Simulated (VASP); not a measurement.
Here is a VASP 6.6.1 calculation.

Contents of INCAR:

```
PREC     = Accurate       # precision mode
ENCUT    = 520            # plane-wave cutoff, eV
EDIFF    = 1E-6           # SCF threshold, eV
ISMEAR   = -1             # smearing method
SIGMA    = 0.05           # smearing width, eV
LREAL    = F              # projectors in reciprocal space
LASPH    = T              # aspherical terms in the spheres
NELM     = 100            # most SCF steps
ALGO     = Normal         # electronic algorithm
ISIF     = 2              # what is computed and relaxed
LWAVE    = F              # write WAVECAR
LCHARG   = F              # write CHGCAR
GGA      = PS             # functional
NBANDS   = 11             # bands
```

Contents of KPOINTS:

```
Automatic mesh
0
Gamma
  8 8 8
```

The input POSCAR:

```
MgO
1.0
    0.0000000000      2.0970013927      2.0970013927
    2.0970013927      0.0000000000      2.0970013927
    2.0970013927      2.0970013927      0.0000000000
Mg O
1 1
Direct
    0.0000000000      0.0000000000      0.0000000000
    0.5000000000      0.5000000000      0.5000000000
```

Potentials or basis: VASP PAW PBE potentials, release 64 (Mg, O).

The run is started by

```sh
$ cat potpaw_PBE.64/Mg/POTCAR potpaw_PBE.64/O/POTCAR > POTCAR
$ mpirun -np 1 vasp_std > vasp.out
```

**Question.** What does it give for the pressure?

**Answer.** 1.8 GPa.

**Question.** What does it give for the band gap on the k mesh?

**Answer.** 4.76 eV.

Caveat: the PAW data sets were made with another functional, which shifts forces and pressure a little.
